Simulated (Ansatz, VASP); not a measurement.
**One calculation of MnO, two programs**

File INCAR:

```
ALGO     = Normal         # electronic algorithm
EDIFF    = 1E-6           # SCF threshold, eV
ENCUT    = 700            # plane-wave cutoff, eV
GGA      = CA             # functional
GGA_COMPAT= F            
ISIF     = 2              # what is computed and relaxed
ISMEAR   = 0              # smearing method
ISPIN    = 2              # spin polarisation
LASPH    = T              # aspherical terms in the spheres
LCHARG   = F              # write CHGCAR
LDAU     = T              # DFT+U
LDAUJ    = 0.7 0        
LDAUL    = 2 -1           # shell
LDAUPRINT= 1            
LDAUTYPE = 1            
LDAUU    = 4 0            # U, eV
LMAXMIX  = 4              # l up to which the mixer works
LORBIT   = 11             # projections on sites
LREAL    = F              # projectors in reciprocal space
LWAVE    = F              # write WAVECAR
MAGMOM   = 5 0            # initial moments
NBANDS   = 22             # bands
NELM     = 200            # most SCF steps
PREC     = Accurate       # precision mode
SIGMA    = 0.05           # smearing width, eV
```

Contents of KPOINTS:

```
k-points
0
Gamma
  7 7 7
```

POSCAR

```
MnO
1.0
    0.0000000000      2.2220003300      2.2220003300
    2.2220003300      0.0000000000      2.2220003300
    2.2220003300      2.2220003300      0.0000000000
Mn O
1 1
Direct
    0.0000000000      0.0000000000      0.0000000000
    0.5000000000      0.5000000000      0.5000000000
```

Input for Ansatz:

```yaml
crystal:
  lattice:
    - [0.0, 2.22200033, 2.22200033]
    - [2.22200033, 0.0, 2.22200033]
    - [2.22200033, 2.22200033, 0.0]
  atoms:
    - { symbol: Mn, position: [0.0, 0.0, 0.0], spin: 5.0 }
    - { symbol: O, position: [0.5, 0.5, 0.5] }
basis:
  ecutwfc: 420
  ecutrho_ratio: 4
kpoints:
  mp_grid: { grid: [7, 7, 7] }
hamiltonian:
  xc: lda
  hubbard: { sites: [{ site: 0, l: d, u: 4.0, j: 0.7 }] }
scf:
  occupations: { method: gaussian, width: 0.05 }
output:
  forces: true
  stress: true
  eigenvalues: true
  populations: true
  hubbard: { sites: [{ site: 0, l: d }] }
  write_density: true
  write_potential: true
  elf: true
  volumetric_format: npy
magnetization:
  spin_polarized: true
```

Alike in both runs: task single point; functional LDA; k mesh 7 × 7 × 7; occupations gaussian, width 0.05 eV; collinear spin; Hubbard terms Mn d U = 4.0 eV, J = 0.7 eV.

```csv
,VASP,Ansatz
version,VASP 6.6.1,Ansatz 0.2.0
potentials or method,"VASP PAW LDA potentials, release 64 (Mn_sv, O), cutoff 700 eV","scalar-relativistic, plane waves, PAW"
valence electrons in the cell,21,21
```

Ansatz gave:

* gap on the k mesh at the Fermi level (eV): 0.10
* least direct gap on the mesh (eV): 2.60
* pressure (GPa): -3.9
* net moment per atom (μB): 2.50
* size of the moment on the site where the two differ most (μB): 4.24

Question: What did VASP give for the same quantities?

Answer: gap on the k mesh at the Fermi level (eV): 0.10; least direct gap on the mesh (eV): 2.61; pressure (GPa): -6.6; net moment per atom (μB): 2.50; size of the moment on the site where the two differ most (μB): 4.43.

LDA's correlation is that of Perdew and Zunger in VASP and of Perdew and Wang (1992) in Ansatz. Site moments also hang on the region over which each program counts them. The programs project onto different local orbitals, so the same U acts differently, and such runs can settle in different states.
